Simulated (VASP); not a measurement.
Input of a VASP 6.6.1 run:

File INCAR:

```
SYSTEM = SnSe
PREC = Accurate
ENCUT = 600
EDIFF = 1E-6
ISMEAR = -1
SIGMA = 0.02
LREAL = .False.
LASPH = .True.
NELM = 100
ALGO = Normal
ISIF = 3
LWAVE = .False.
LCHARG = .False.
GGA = PE
IBRION = 2
NSW = 80
EDIFFG = -0.005
```

KPOINTS

```
regular mesh
0
Gamma
  6 6 4
  0 0 0
```

Contents of POSCAR:

```
SnSe
1.0
    4.1427403523      0.0000000000      0.0000000000
   -2.0713701762      3.5877183864      0.0000000000
    0.0000000000      0.0000000000      6.7650949953
Sn Se
2 2
Direct
    0.3333333333      0.6666666667      0.0000000000
    0.6666666667      0.3333333333      0.5000000000
    0.3333333333      0.6666666667      0.3750000000
    0.6666666667      0.3333333333      0.8750000000
```

Potentials or basis: VASP PAW PBE potentials, release 64 (Sn_d, Se).

Command:

```sh
$ cat potpaw_PBE.64/Sn_d/POTCAR potpaw_PBE.64/Se/POTCAR > POTCAR
$ mpirun -np 1 vasp_std > vasp.out
```

**Question.** Estimate the band gap on the k mesh.

**Answer.** 0.80 eV, direct.

**Question.** Predict the space group after relaxing (to 0.05 Å).

**Answer.** P6_3mc (No. 186).

**Question.** What does it give for the relaxed volume?

**Answer.** 35.03 Å³/atom.

The path:
```tsv
step	energy change (eV)	largest force (eV/Å)	pressure (GPa)	volume (Å³)
1	0.0000	0.1045	30.03	100.55
2	-3.0379	0.0159	-4.13	185.85
3	-3.5280	0.0323	0.31	151.81
4	-3.5294	0.0307	-0.09	153.74
5	-3.5337	0.0546	-0.09	153.69
6	-3.5461	0.1374	-0.05	153.52
7	-3.5634	0.3529	0.12	152.96
8	-3.4929	1.0759	1.08	151.04
9	-3.5627	0.4115	0.18	152.83
10	-3.5644	0.4166	0.17	152.85
11	-3.5696	0.4343	0.14	152.93
12	-3.5794	0.4718	0.08	153.07
13	-3.5952	0.5547	-0.01	153.26
14	-3.5971	0.7603	-0.07	153.28
15	-3.6014	0.6709	-0.07	153.34
16	-3.6141	0.6442	-0.19	153.41
17	-3.6452	0.5688	-0.53	153.58
18	-3.6689	0.4303	-1.12	153.72
19	-3.7071	0.3479	-1.08	151.99
20	-3.7870	0.1481	-0.79	146.88
21	-3.8038	0.0404	0.73	136.99
22	-3.8187	0.0034	-0.01	140.80
23	-3.8187	0.0083	-0.05	141.05
24	-3.8201	0.0174	0.03	140.59
25	-3.8208	0.0337	0.18	139.83
26	-3.8214	0.0241	0.06	140.22
27	-3.8215	0.0204	0.01	140.35
28	-3.8217	0.0097	-0.04	140.44
29	-3.8217	0.0061	-0.06	140.47
30	-3.8217	0.0056	0.01	140.20
31	-3.8217	0.0073	-0.01	140.26
32	-3.8217	0.0063	0.00	140.24
33	-3.8217	0.0067	0.00	140.20
34	-3.8218	0.0090	0.03	140.08
35	-3.8218	0.0095	0.01	140.11
36	-3.8218	0.0067	0.02	140.11
37	-3.8218	0.0045	0.01	140.11
38	-3.8218	0.0011	-0.02	140.12
39	-3.8218	0.0012	-0.01	140.12
```

Caveat: the volume moved by over 15 % at a fixed basis, so the end points are rough; spin-orbit coupling is left out, which moves the levels of the heavy elements. A k mesh can miss the band edges.
